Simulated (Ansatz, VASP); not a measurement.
# Hg: VASP beside Ansatz

The input INCAR:

```
ALGO = Fast
EDIFF = 1E-6
ENCUT = 520
GGA = PS
ISIF = 2
ISMEAR = 0
LASPH = T
LCHARG = T
LELF = T
LREAL = F
LVHAR = T
LWAVE = F
NBANDS = 19
NELM = 80
PREC = Accurate
SIGMA = 0.15
```

File KPOINTS:

```
k-points
0
Gamma
  18 18 10
```

POSCAR

```
Hg
1.0
    3.4618096384      0.0000000000      0.0000000000
   -1.7309048192      2.9980150899      0.0000000000
    0.0000000000      0.0000000000      5.4875482800
Hg
2
Direct
    0.6666666667      0.3333333333      0.7500000000
    0.3333333333      0.6666666667      0.2500000000
```

Input for Ansatz:

```yaml
crystal:
  lattice:
    - [3.4618096384, 0.0, 0.0]
    - [-1.7309048192, 2.9980150899, 0.0]
    - [0.0, 0.0, 5.48754828]
  atoms:
    - { symbol: Hg, position: [0.6666666667, 0.3333333333, 0.75] }
    - { symbol: Hg, position: [0.3333333333, 0.6666666667, 0.25] }
basis:
  ecutwfc: 420
kpoints:
  mp_grid: { grid: [18, 18, 10] }
hamiltonian:
  xc: pbesol
scf:
  occupations: { method: gaussian, width: 0.15 }
output:
  forces: true
  stress: true
  eigenvalues: true
```

Alike in both runs: task single point; functional PBEsol; k mesh 18 × 18 × 10; occupations gaussian, width 0.15 eV; no spin polarisation.

```csv
,VASP,Ansatz
version,VASP 6.6.1,Ansatz 0.2.0
potentials or method,"VASP PAW PBE potentials, release 64 (Hg), cutoff 520 eV","scalar-relativistic, plane waves, PAW"
valence electrons in the cell,24,40
```

VASP gave:

```
gap on the k mesh at the Fermi level (eV)                     : none
pressure (GPa)                                                : -2.4
traceless stress, the component that is largest in VASP (GPa) : -0.16
```

**Question.** What did Ansatz give for the same quantities?

**Answer.** gap on the k mesh at the Fermi level (eV): none; pressure (GPa): -2.5; traceless stress, the component that is largest in VASP (GPa): -0.17.

VASP's potentials were made for PBE, not for PBEsol. A gap of «none» marks a metal or a gap that the smearing closes. With one functional, cell and mesh, what is left measures potentials, basis and numerics. VASP's potentials hold 24 valence electrons a cell and Ansatz's 40, so a difference there can come from the potentials and not from the codes.

Spin-orbit coupling is off throughout.
